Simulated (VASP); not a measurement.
## BaTiO3: single point with PBE

BaTiO3:

```
CELL_PARAMETERS angstrom
-0.09159 0.02278 -3.96240
3.88088 4.13178 0.06850
3.92317 -4.17407 0.11386
ATOMIC_POSITIONS crystal
Ba 0.99749 0.00015 0.00043
Ba 0.99982 0.49875 0.50109
Ti 0.50075 0.49906 0.99785
Ti 0.50366 0.99877 0.49738
O 0.99896 0.49878 0.99824
O 0.00194 0.99976 0.50212
O 0.49413 0.25153 0.25251
O 0.49937 0.75231 0.74826
O 0.50326 0.25086 0.74969
O 0.50062 0.75003 0.25243
```

```
Program             : VASP 6.6.1
Task                : single point
Functional          : PBE
Potentials or basis : VASP PAW PBE potentials, release 64 (Ba_sv, Ti_sv, O_h)
Cutoff              : 1340 eV
k mesh              : 2 × 2 × 2
Occupations         : fermi-dirac, width 0.05 eV
Spin                : no spin polarisation
```

```json
{
 "Pressure": "5.4 GPa",
 "Largest force": "0.311 eV/Å",
 "Band gap on the k mesh": "1.35 eV"
}
```

Forces in eV/Å, atoms in the order of the input:
```
Ba  -0.055  0.032 -0.073
Ba  -0.009  0.074 -0.022
Ti  -0.191  0.028 -0.030
Ti  -0.135 -0.012 -0.006
O    0.150 -0.001  0.006
O    0.086  0.020  0.163
O   -0.101  0.055 -0.132
O    0.070 -0.268  0.017
O    0.297 -0.049  0.079
O   -0.113  0.121 -0.001
```

Stress tensor (GPa, compression positive):
```
10.45  1.28 -5.99
 1.28 -1.71  1.33
-5.99  1.33  7.52
```

Levels at points of the mesh, in eV from the valence-band top:
```csv
k point,band 36,band 37,band 38,band 39,band 40,band 41,band 42,band 43,band 44,band 45
"(0.00, 0.00, 0.00)",-0.99,-0.43,-0.38,-0.32,-0.10,1.35,1.50,1.55,2.92,3.37
"(0.50, 0.00, 0.00)",-1.00,-0.87,-0.20,-0.17,0.00,1.62,3.31,3.33,3.51,3.77
"(0.00, 0.50, 0.00)",-1.17,-1.00,-0.96,-0.72,-0.72,2.20,2.32,2.57,2.66,2.71
"(0.50, 0.50, 0.00)",-1.12,-0.78,-0.73,-0.62,-0.57,2.90,3.01,3.42,3.51,3.53
"(0.00, 0.00, 0.50)",-1.14,-1.05,-0.97,-0.67,-0.64,2.21,2.32,2.57,2.66,2.71
"(0.50, 0.00, 0.50)",-1.05,-0.76,-0.71,-0.63,-0.57,2.90,3.00,3.42,3.51,3.53
"(0.00, 0.50, 0.50)",-1.51,-1.00,-0.91,-0.80,-0.56,1.61,1.66,2.88,2.94,3.39
"(0.50, 0.50, 0.50)",-1.28,-0.87,-0.67,-0.32,-0.07,2.91,3.29,3.33,3.44,3.54
```

Wall time 4.2 min on 1 thread of Intel(R) Xeon(R) Platinum 8488C (Sapphire Rapids), on a shared host, peak memory 0.6 GiB.

Caveat: the k points lie up to 0.79 Å⁻¹ apart; spin-orbit coupling is left out, which moves the levels of the heavy elements. A k mesh can miss the band edges.
